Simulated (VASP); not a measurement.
A run of VASP 6.6.1 is set up as follows.

Contents of INCAR:

```
SYSTEM = Cu3O2
PREC = Accurate
ENCUT = 520
EDIFF = 1E-6
ISMEAR = -1
SIGMA = 0.05
LREAL = .FALSE.
LASPH = .TRUE.
NELM = 100
ALGO = Normal
ISIF = 2
LWAVE = .FALSE.
LCHARG = .FALSE.
GGA = PE
NBANDS = 30
```

Contents of KPOINTS:

```
regular mesh
0
G
  9 9 9
  0 0 0
```

File POSCAR:

```
Cu3O2
1.0
   -1.9555835172      1.9555835172      3.6497461481
    1.9555835172     -1.9555835172      3.6497461481
    1.9555835172      1.9555835172     -3.6497461481
Cu O
3 2
Direct
    0.0000000000      0.0000000000      0.0000000000
    0.7500000000      0.2500000000      0.5000000000
    0.2500000000      0.7500000000      0.5000000000
    0.5000000000      0.0000000000      0.5000000000
    0.0000000000      0.5000000000      0.5000000000
```

Potentials or basis: VASP PAW PBE potentials, release 64 (Cu, O).

The run is started by

```sh
$ cat potpaw_PBE.64/Cu/POTCAR potpaw_PBE.64/O/POTCAR > POTCAR
$ mpirun -np 1 vasp_std > vasp.out
```

(1) Estimate the pressure.

(2) Predict the band gap on the k mesh.

Results:

(1) 10.9 GPa.

(2) zero (an odd number of electrons rules out a gap without spin polarisation).

Caveat: the cell stands under pressure; an odd number of electrons without spin polarisation forces a metal; a magnetic or distorted state may lie lower.
